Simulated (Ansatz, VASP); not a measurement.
## One calculation of SrTl, two programs

The input INCAR:

```
PREC = Accurate
ENCUT = 520
EDIFF = 1E-8
ISMEAR = -1
SIGMA = 0.05
LREAL = False
LASPH = True
NELM = 60
ALGO = Normal
ISIF = 2
LWAVE = False
LCHARG = False
GGA = CA
LEFG = True
NBANDS = 18
```

The input KPOINTS:

```
regular mesh
0
Gamma
  8 8 8
```

POSCAR

```
SrTl
1.0
    4.0723200000      0.0000000000      0.0000000000
    0.0000000000      4.0723200000      0.0000000000
    0.0000000000      0.0000000000      4.0320000000
Sr Tl
1 1
Direct
    0.0000000000      0.0000000000      0.0000000000
    0.5000000000      0.5000000000      0.5000000000
```

Input for Ansatz:

```yaml
crystal:
  lattice:
    - [4.07232, 0.0, 0.0]
    - [0.0, 4.07232, 0.0]
    - [0.0, 0.0, 4.032]
  atoms:
    - { symbol: Sr, position: [0.0, 0.0, 0.0] }
    - { symbol: Tl, position: [0.5, 0.5, 0.5] }
kpoints:
  mp_grid: { grid: [8, 8, 8] }
scf:
  occupations: { method: fermi_dirac, width: 0.05 }
hamiltonian:
  xc: lda
  pseudopotentials: { kind: all_electron, datasets: crystal }
output:
  forces: true
  stress: true
  eigenvalues: true
  efg: { contact_densities: true }
```

Change from the starting cell: equal xx and yy strain of +1 %, crystal datasets.

Alike in both runs: task electric field gradients; functional LDA; k mesh 8 × 8 × 8; occupations fermi-dirac, width 0.05 eV; no spin polarisation.

```csv
,VASP,Ansatz
version,VASP 6.6.1,Ansatz 0.2.0
potentials or method,"VASP PAW LDA potentials, release 64 (Sr_sv, Tl_d), cutoff 520 eV","all-electron PAW with datasets made for the crystal, scalar-relativistic"
```

Ansatz gave:

- pressure (GPa): -2.3
- traceless stress, the component that is largest in VASP (GPa): 0.11
- size of Vzz on the site where it differs most (V/Å²): 10.2

**Question.** Which values does VASP return?

**Answer.** Pressure (GPa): -2.3; traceless stress, the component that is largest in VASP (GPa): 0.11; size of Vzz on the site where it differs most (V/Å²): 10.4.

LDA's correlation is that of Perdew and Zunger in VASP and of Perdew and Wang (1992) in Ansatz. Ansatz ran all-electron here, and VASP with PAW potentials.

Neither program's run includes spin-orbit coupling.
